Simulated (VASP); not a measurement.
# NaCl in VASP: further runs

The runs below take NaCl through single point, with r2SCAN.

All numbers are computed with VASP 6.6.1; they aren't measurements. Logs are shortened: lines on timing, memory, paths and dates and some standing lists are left out, and cuts for length are marked.

## (1) The cell of the first run

It takes space group I4/mmm (No. 139, tetragonal). Conventional cell: a = 3.775 Å, b = 3.775 Å, c = 5.605 Å, α = 90.00°, β = 90.00°, γ = 90.00°. Na (site symmetry 4/mmm) has 6 Cl at 2.67 to 2.80 Å within 3.5 Å. Cl (site symmetry 4/mmm) has 6 Na at 2.67 to 2.80 Å within 3.5 Å.

## (2) Single point, r2SCAN (biaxial xy strain -4.8%)

The input, POSCAR:

```
NaCl
1.0
    0.0000000000      2.6690100961      2.8026988303
    2.6690100961      0.0000000000      2.8026988303
    2.6690100961      2.6690100961      0.0000000000
Na Cl
1 1
Direct
    0.0000000000      0.0000000000      0.0000000000
    0.5000000000      0.5000000000      0.5000000000
```

The input, INCAR.step1:

```
ALGO = Normal
EDIFF = 1E-4
ENCUT = 520
GGA = PE
ISMEAR = 0
LASPH = T
LCHARG = F
LREAL = F
LWAVE = T
NBANDS = 14
NELM = 60
PREC = Accurate
SIGMA = 0.01
```

The input, INCAR.step2:

```
ALGO = Normal
EDIFF = 1E-6
ENCUT = 520
ISIF = 2
ISMEAR = 0
ISTART = 1
LASPH = T
LCHARG = F
LMIXTAU = T
LREAL = F
LWAVE = F
METAGGA = R2SCAN
NBANDS = 14
NELM = 60
PREC = Accurate
SIGMA = 0.01
```

The input, KPOINTS:

```
k-points
0
Gamma
  8 8 8
```

Potentials or basis: VASP PAW PBE potentials, release 64 (Na_pv, Cl).

Started as:

```console
$ cat potpaw_PBE.64/Na_pv/POTCAR potpaw_PBE.64/Cl/POTCAR > POTCAR
$ cp INCAR.step1 INCAR
$ mpirun -np 1 vasp_std > vasp.out
$ cp INCAR.step2 INCAR
$ mpirun -np 1 vasp_std > vasp.out
```

OUTCAR:

```text
EDIFF = 1E-6
   ENCUT = 520
   ISIF = 2
   ISMEAR = 0
   ISTART = 1
   LASPH = T
   LREAL = F
   METAGGA = R2SCAN
   NELM = 60
   PREC = Accurate

 ion  position               nearest neighbor table
   1  0.000  0.000  0.000-   2 2.67   2 2.67   2 2.67   2 2.67
   2  0.500  0.500  0.500-   1 2.67   1 2.67   1 2.67   1 2.67

  LATTYP: Found a body centered tetragonal cell.
 ALAT       =     3.7745502760
 C/A-ratio  =     1.4850504698

  Lattice vectors:

 A1 = (  -2.6690100961,   0.0000000000,   2.8026988303)
 A2 = (   2.6690100961,   0.0000000000,   2.8026988303)
 A3 = (   0.0000000000,   2.6690100961,  -2.8026988303)

Analysis of symmetry for initial positions (statically):
=====================================================================
 Subroutine PRICEL returns:
 Original cell was already a primitive cell.

 Routine SETGRP: Setting up the symmetry group for a
 body centered tetragonal supercell.

 Subroutine GETGRP returns: Found 16 space group operations
 (whereof 16 operations were pure point group operations)
 out of a pool of 16 trial point group operations.

The static configuration has the point symmetry D_4h.

Analysis of symmetry for dynamics (positions and initial velocities):
=====================================================================
 Subroutine PRICEL returns:
 Original cell was already a primitive cell.

 Routine SETGRP: Setting up the symmetry group for a
 body centered tetragonal supercell.

 Subroutine GETGRP returns: Found 16 space group operations
 (whereof 16 operations were pure point group operations)
 out of a pool of 16 trial point group operations.

The dynamic configuration has the point symmetry D_4h.

 Subroutine INISYM returns: Found 16 space group operations
 (whereof 16 operations are pure point group operations),
 and found     1 'primitive' translations

----------------------------------------------------------------------------------------

                                     Primitive cell

  volume of cell :      39.9307

  direct lattice vectors                    reciprocal lattice vectors
     0.000000000  2.669010096  2.802698830    -0.187335372  0.187335372  0.178399475
     2.669010096  0.000000000  2.802698830     0.187335372 -0.187335372  0.178399475
     2.669010096  2.669010096  0.000000000     0.187335372  0.187335372 -0.178399475

  length of vectors
     3.870237154  3.870237154  3.774550276     0.319398585  0.319398585  0.319398585

  position of ions in fractional coordinates (direct lattice)
     0.000000000  0.000000000  0.000000000
     0.500000000  0.500000000  0.500000000

  ion indices of the primitive-cell ions
   primitive index   ion index
                 1           1
                 2           2

----------------------------------------------------------------------------------------

 KPOINTS: k-points

Automatic generation of k-mesh.
 Grid dimensions read from file:
 generate k-points for:    8    8    8

 Generating k-lattice:

  Cartesian coordinates                     Fractional coordinates (reciprocal lattice)
    -0.023416922  0.023416922  0.022299934     0.125000000 -0.000000000  0.000000000
     0.023416922 -0.023416922  0.022299934    -0.000000000  0.125000000  0.000000000
     0.023416922  0.023416922 -0.022299934     0.000000000  0.000000000  0.125000000

  Length of vectors
     0.039924823  0.039924823  0.039924823

  Shift w.r.t. Gamma in fractional coordinates (k-lattice)
     0.000000000  0.000000000  0.000000000

 Subroutine IBZKPT returns following result:
 ===========================================

 Found     59 irreducible k-points:

 Following reciprocal coordinates:
            Coordinates               Weight
  0.000000  0.000000  0.000000      1.000000
  0.125000 -0.000000  0.000000      8.000000
  0.250000 -0.000000  0.000000      8.000000
  0.375000 -0.000000  0.000000      8.000000
  0.500000 -0.000000  0.000000      4.000000
  0.125000  0.125000  0.000000      2.000000
[... 16 lines left out ...]
  0.250000 -0.000000  0.125000     16.000000
  0.375000 -0.000000  0.125000     16.000000
 [... further k-points ...]
   k-points           NKPTS =     59   k-points in BZ     NKDIM =     59   number of bands    NBANDS=     14
   number of dos      NEDOS =    301   number of ions     NIONS =      2
   total plane-waves  NPLWV =  25200
   dimension x,y,z NGX =    30 NGY =   30 NGZ =   28
   dimension x,y,z NGXF=    60 NGYF=   60 NGZF=   56
   ions per type =               1   1
   NGX,Y,Z   is equivalent  to a cutoff of  12.89, 12.89, 12.33 a.u.
   NGXF,Y,Z  is equivalent  to a cutoff of  25.77, 25.77, 24.66 a.u.
 SYSTEM =  unknown system
   PREC   = accura    normal or accurate (medium, high low for compatibility)
   ISTART =      1    job   : 0-new  1-cont  2-samecut
   ICHARG =      0    charge: 1-file 2-atom 10-const
   ISPIN  =      1    spin polarized calculation?
   LNONCOLLINEAR =      F non collinear calculations
   LSORBIT =      F    spin-orbit coupling
   LASPH  =      T    aspherical Exc in radial PAW
   ENCUT  =  520.0 eV  38.22 Ry    6.18 a.u.   7.20  7.20  7.02*2*pi/ulx,y,z
   NELM   =     60;   NELMIN=  2; NELMDL=  0     # of ELM steps
   EDIFF  = 0.1E-05   stopping-criterion for ELM
   LREAL  =      F    real-space projection
   EDIFFG = 0.1E-04   stopping-criterion for IOM
   NSW    =      0    number of steps for IOM
   IBRION =     -1    ionic relax: 0-MD 1-quasi-New 2-CG
   NFREE  =      0    steps in history (QN), initial steepest desc. (CG)
   ISIF   =      2    stress and relaxation
   ISYM   =      2    0-nonsym 1-usesym 2-fastsym
   POTIM  = 0.5000    time-step for ionic-motion
   TEBEG  =    0.0;   TEEND  =   0.0 temperature during run
   PSTRESS=    0.0 pullay stress
   NELECT =      14.0000    total number of electrons
   NUPDOWN=      -1.0000    fix difference up-down
   EMIN   =  10.00;   EMAX   =-10.00  energy-range for DOS
   EFERMI =   0.00;   METHOD = LEGACY
   ISMEAR =     0;   SIGMA  =   0.01  broadening in eV -4-tet -1-fermi 0-gaus
   EFERMI_NEDOS =   21; number of points for ismear=-14 and -15
   IALGO  =     38    algorithm
   IMIX   =      4    mixing-type and parameters
     AMIX     =   0.40;   BMIX     =  1.00
     AMIX_MAG =   1.60;   BMIX_MAG =  1.00
  volume/ion in A,a.u.               =      19.97       134.73
  Fermi-wavevector in a.u.,A,eV,Ry     =   1.154379  2.181461 18.131011  1.332592
  Thomas-Fermi vector in A             =   2.291016
   LORBIT       =      0    0 simple, 1 ext, 2 COOP (PROOUT), +10 PAW based schemes
   METAGGA = R2SCAN    functional components
   LHFCALC =     F    Hartree Fock is set to
   AEXX    =    0.0000 exact exchange contribution
   IVDW    =     0    specifies the selected vdW correction
   LEPSILON=     F    determine dielectric tensor
   LRPA    =     F    only Hartree local field effects (RPA)
 non-spin polarized calculation
 Gauss-broadening in eV      SIGMA  =   0.01
  energy-cutoff  :      520.00
  volume of cell :       39.93
 maximum number of plane-waves:      1093
 NGX is ok and might be reduce to    30
   NGX = 15   NGY = 15   NGZ = 13

 number of electron      13.9999998 magnetization

 Free energy of the ion-electron system (eV)
  ---------------------------------------------------
  ext. energy  EPLUGINS =         0.00000000
  ---------------------------------------------------
  free energy    TOTEN  =       -13.74083419 eV

  energy without entropy =      -13.74083419  energy(sigma->0) =      -13.74083419

 E-fermi :  -0.3811     XC(G=0):  -9.1943

 val. band max:       -0.4292817530   @ k =   0.0000   0.0000   0.0000
 cond. band min:       6.0016238936   @ k =   0.0000   0.0000   0.0000
 fundamental gap:      6.4309056467
 Fermi energy:        -0.3810682553

 k-point     1 :       0.0000    0.0000    0.0000
  band No.  band energies     occupation
      1     -21.7675      2.00000
      2     -21.7649      2.00000
      3     -21.7648      2.00000
      4     -13.9608      2.00000
      5      -0.4436      2.00000
      6      -0.4436      2.00000
      7      -0.4293      2.00000
      8       6.0016      0.00000
      9      11.1569      0.00000
     10      11.5588      0.00000
     11      11.5592      0.00000
     12      13.5010      0.00000
     13      14.1411      0.00000
     14      15.6923      0.00000

 k-point     2 :       0.1250   -0.0000    0.0000
  band No.  band energies     occupation
      1     -21.7733      2.00000
      2     -21.7674      2.00000
      3     -21.7650      2.00000
      4     -13.8942      2.00000
      5      -0.8678      2.00000
      6      -0.4968      2.00000
      7      -0.4913      2.00000
      8       6.5353      0.00000
      9      10.8865      0.00000
     10      11.5314      0.00000
     11      11.8080      0.00000
     12      13.3715      0.00000
     13      13.9246      0.00000
     14      16.8031      0.00000

 k-point     3 :       0.2500   -0.0000    0.0000
  band No.  band energies     occupation
      1     -21.7912      2.00000
      2     -21.7691      2.00000
      3     -21.7654      2.00000
      4     -13.7278      2.00000
      5      -1.7341      2.00000
      6      -0.6434      2.00000
      7      -0.6027      2.00000
      8       7.4597      0.00000
      9      10.5822      0.00000
     10      11.6793      0.00000
     11      12.1375      0.00000
     12      13.8187      0.00000
     13      14.0523      0.00000
     14      17.2497      0.00000
[... 324 lines left out ...]
 k-point    23 :       0.2500   -0.0000    0.1250
  band No.  band energies     occupation
      1     -21.7863      2.00000
      2     -21.7706      2.00000
      3     -21.7677      2.00000
      4     -13.7375      2.00000
      5      -1.5453      2.00000
      6      -0.7149      2.00000
      7      -0.6788      2.00000
      8       7.5918      0.00000
      9       9.9902      0.00000
     10      11.9941      0.00000
     11      12.2658      0.00000
     12      13.1049      0.00000
     13      14.3520      0.00000
     14      18.3317      0.00000

 k-point    24 :       0.3750   -0.0000    0.1250
  band No.  band energies     occupation
      1     -21.8027      2.00000
      2     -21.7722      2.00000
      3     -21.7683      2.00000
      4     -13.5705      2.00000
      5      -2.2399      2.00000
      6      -0.8540      2.00000
      7      -0.8330      2.00000
      8       8.1223      0.00000
      9      10.4481      0.00000
     10      11.4774      0.00000
     11      12.1192      0.00000
     12      14.4733      0.00000
     13      15.7582      0.00000
     14      17.8897      0.00000

 [... further k-points ...]
[... 5 lines left out ...]
  --------------------------------------------------------------------------------------
  -------------------------------------------------------------------------------------
  Total        1.1425585      1.1425585      0.2660401      0.0000000      0.0000000     -0.0000000
  in kB       45.8439650     45.8439650     10.6745790      0.0000000      0.0000000     -0.0000000
  external PRESSURE =      34.1208364 kB  Pullay stress =       0.0000000 kB

 VOLUME and BASIS-vectors are now :
 -----------------------------------------------------------------------------
  energy-cutoff  :      520.00
  volume of cell :       39.93
      direct lattice vectors                 reciprocal lattice vectors
     0.000000000  2.669010096  2.802698830    -0.187335372  0.187335372  0.178399475
     2.669010096  0.000000000  2.802698830     0.187335372 -0.187335372  0.178399475
     2.669010096  2.669010096  0.000000000     0.187335372  0.187335372 -0.178399475

 POSITION                                       TOTAL-FORCE (eV/Angst)
 -----------------------------------------------------------------------------------
      0.00000      0.00000      0.00000         0.000000      0.000000     -0.000000
      2.66901      2.66901      2.80270        -0.000000      0.000000      0.000000
 -----------------------------------------------------------------------------------
    total drift:                               -0.000000      0.000000      0.000000

  FREE ENERGIE OF THE ION-ELECTRON SYSTEM (eV)
  ---------------------------------------------------
  free  energy   TOTEN  =       -13.7408341916 eV

  energy  without entropy=      -13.7408341916  energy(sigma->0) =      -13.74083419
```

It took 3.4 min on 1 thread of AMD EPYC 7R43 (Zen 3), shared host; peak memory 0.14 GiB.

Results:

* Free energy: -13.7408 eV
* Pressure: 3.4 GPa
* Band gap on the k mesh: 6.43 eV

Levels at points of the mesh, in eV from the valence-band top:
| k point | band 3 | band 4 | band 5 | band 6 | band 7 | band 8 | band 9 | band 10 | band 11 | band 12 |
| --- | --- | --- | --- | --- | --- | --- | --- | --- | --- | --- |
| (0.00, 0.00, 0.00) | -21.34 | -13.53 | -0.01 | -0.01 | 0.00 | 6.43 | 11.59 | 11.99 | 11.99 | 13.93 |
| (0.50, 0.00, 0.00) | -21.34 | -13.05 | -2.32 | -0.41 | -0.32 | 8.14 | 11.79 | 12.32 | 12.60 | 16.82 |
| (0.50, 0.50, 0.00) | -21.35 | -13.04 | -2.06 | -0.65 | -0.65 | 8.62 | 8.83 | 12.80 | 16.43 | 17.26 |
| (0.50, 0.00, 0.50) | -21.35 | -12.98 | -2.01 | -0.86 | -0.70 | 8.42 | 8.76 | 13.27 | 16.41 | 16.53 |

Caveat: the cell differs from its parent crystal (biaxial xy strain -4.8%); the cell stands under pressure; the PAW data sets were made with another functional, which shifts forces and pressure a little.

## (3) Single point, r2SCAN (uniaxial z strain +6.0%)

The input, POSCAR:

```
NaCl
1.0
    0.0000000000      2.8026988303      2.9700199505
    2.8026988303      0.0000000000      2.9700199505
    2.8026988303      2.8026988303      0.0000000000
Na Cl
1 1
Direct
    0.0000000000      0.0000000000      0.0000000000
    0.5000000000      0.5000000000      0.5000000000
```

The input, INCAR.step1:

```
SYSTEM = NaCl
  PREC = Accurate
  ENCUT = 520
  ISMEAR = 0
  SIGMA = 0.01
  LREAL = .False.
  LASPH = .True.
  NELM = 100
  NBANDS = 14
  GGA = PE
  ALGO = Normal
  EDIFF = 1E-4
  LWAVE = .True.
  LCHARG = .False.
```

The input, INCAR.step2:

```
SYSTEM = NaCl
  PREC = Accurate
  ENCUT = 520
  EDIFF = 1E-7
  ISMEAR = 0
  SIGMA = 0.01
  LREAL = .False.
  LASPH = .True.
  NELM = 100
  ALGO = Normal
  ISIF = 2
  LWAVE = .False.
  LCHARG = .False.
  METAGGA = R2SCAN
  LMIXTAU = .True.
  NBANDS = 14
  ISTART = 1
```

The input, KPOINTS:

```
Automatic mesh
0
Gamma
  8 8 8
  0 0 0
```

Potentials or basis: VASP PAW PBE potentials, release 64 (Na_pv, Cl).

Started as:

```console
$ cat potpaw_PBE.64/Na_pv/POTCAR potpaw_PBE.64/Cl/POTCAR > POTCAR
$ cp INCAR.step1 INCAR
$ mpirun -np 1 vasp_std > vasp.out
$ cp INCAR.step2 INCAR
$ mpirun -np 1 vasp_std > vasp.out
```

Run time: 6.2 min. Hardware: 1 thread of AMD EPYC 7R43 (Zen 3), shared host; peak memory 0.14 GiB.

The run converged. Its results:

```yaml
Free_energy: -13.7645 eV
Pressure: -1.4 GPa
Band_gap_on_the_k_mesh: 5.74 eV
```

Stress tensor (GPa, compression positive):
```
-0.83  0.00  0.00
 0.00 -0.83  0.00
 0.00  0.00 -2.61
```

Levels at points of the mesh, in eV from the valence-band top:
| k point | band 3 | band 4 | band 5 | band 6 | band 7 | band 8 | band 9 | band 10 | band 11 | band 12 |
| --- | --- | --- | --- | --- | --- | --- | --- | --- | --- | --- |
| (0.00, 0.00, 0.00) | -21.60 | -13.16 | -0.03 | -0.03 | 0.00 | 5.74 | 11.43 | 11.86 | 11.86 | 13.55 |
| (0.50, 0.00, 0.00) | -21.61 | -12.85 | -1.83 | -0.31 | -0.24 | 7.84 | 11.26 | 11.40 | 11.96 | 15.70 |
| (0.50, 0.50, 0.00) | -21.61 | -12.84 | -1.61 | -0.52 | -0.52 | 8.35 | 8.78 | 11.52 | 15.80 | 15.80 |
| (0.50, 0.00, 0.50) | -21.61 | -12.79 | -1.59 | -0.72 | -0.54 | 8.32 | 8.56 | 12.07 | 15.01 | 15.82 |

Caveat: the cell differs from its parent crystal (uniaxial z strain +6.0%); the PAW data sets were made with another functional, which shifts forces and pressure a little. A k mesh can miss the band edges.

## (4) Single point, r2SCAN (epitaxial 111 strain -1.6%)

The input, POSCAR:

```
NaCl
1.0
    0.0524665221      2.8114432507      2.8114432507
    2.8114432507      0.0524665221      2.8114432507
    2.8114432507      2.8114432507      0.0524665221
Na Cl
1 1
Direct
    0.0000000000      0.0000000000      0.0000000000
    0.5000000000      0.5000000000      0.5000000000
```

The input, INCAR.step1:

```
SYSTEM = NaCl
ALGO = Normal
EDIFF = 1E-4
ENCUT = 520
GGA = PE
ISMEAR = 0
LASPH = .True.
LCHARG = .False.
LREAL = .False.
LWAVE = .True.
NBANDS = 14
NELM = 80
PREC = Accurate
SIGMA = 0.01
```

The input, INCAR.step2:

```
SYSTEM = NaCl
ALGO = Normal
EDIFF = 1E-6
ENCUT = 520
ISIF = 2
ISMEAR = 0
ISTART = 1
LASPH = .True.
LCHARG = .False.
LMIXTAU = .True.
LREAL = .False.
LWAVE = .False.
METAGGA = R2SCAN
NBANDS = 14
NELM = 80
PREC = Accurate
SIGMA = 0.01
```

The input, KPOINTS:

```
k-points
0
Gamma
  8 8 8
  0 0 0
```

Started as:

```console
$ cat potpaw_PBE.64/Na_pv/POTCAR potpaw_PBE.64/Cl/POTCAR > POTCAR
$ cp INCAR.step1 INCAR
$ mpirun -np 1 vasp_std > vasp.out
$ cp INCAR.step2 INCAR
$ mpirun -np 1 vasp_std > vasp.out
```

It took 4.4 min on 1 thread of AMD EPYC 7R43 (Zen 3), shared host; peak memory 0.15 GiB.

It converged, with:

```yaml
Free_energy: -13.7871 eV
Pressure: 0.4 GPa
Band_gap_on_the_k_mesh: 6.04 eV
```

Stress tensor (GPa, compression positive):
```
 0.40 -0.30 -0.30
-0.30  0.40 -0.30
-0.30 -0.30  0.40
```

Levels at points of the mesh, in eV from the valence-band top:
```csv
k point,band 3,band 4,band 5,band 6,band 7,band 8,band 9,band 10,band 11,band 12
"(0.00, 0.00, 0.00)",-21.49,-13.35,-0.12,0.00,0.00,6.04,11.50,11.89,11.89,14.06
"(0.50, 0.00, 0.00)",-21.50,-12.96,-2.07,-0.40,-0.32,7.95,11.65,11.89,11.96,16.16
"(0.50, 0.50, 0.00)",-21.50,-12.92,-1.82,-0.74,-0.63,8.43,8.62,12.44,16.13,16.13
"(0.50, 0.50, 0.50)",-21.50,-12.99,-2.10,-0.27,-0.27,8.06,11.67,11.98,11.98,16.35
```

Caveat: the cell differs from its parent crystal (epitaxial 111 strain -1.6%); the PAW data sets were made with another functional, which shifts forces and pressure a little.

## (5) The runs side by side

| cell | gap on the mesh (eV) | pressure (GPa) |
| --- | --- | --- |
| a = 3.870, b = 3.870, c = 3.775 Å, angles 60.8, 60.8, 58.4°, 2 atoms | 6.43 | 3.4 |
| a = 4.084, b = 4.084, c = 3.964 Å, angles 61.0, 61.0, 58.1°, 2 atoms | 5.74 | -1.4 |
| a = 3.976 Å, angles 58.8°, 2 atoms | 6.04 | 0.4 |

Alike in all rows: task single point; level r2SCAN; potentials or basis VASP PAW PBE potentials, release 64 (Na_pv, Cl); no spin polarisation; k mesh 8 × 8 × 8; cutoff (eV) 520; smearing gaussian 0.01 eV.

Caveats: the PAW data sets were made with another functional, which shifts forces and pressure a little; the cell stands under pressure (at least some runs).

Total energies depend on the potentials used, so only differences within one code and one set of settings carry meaning.
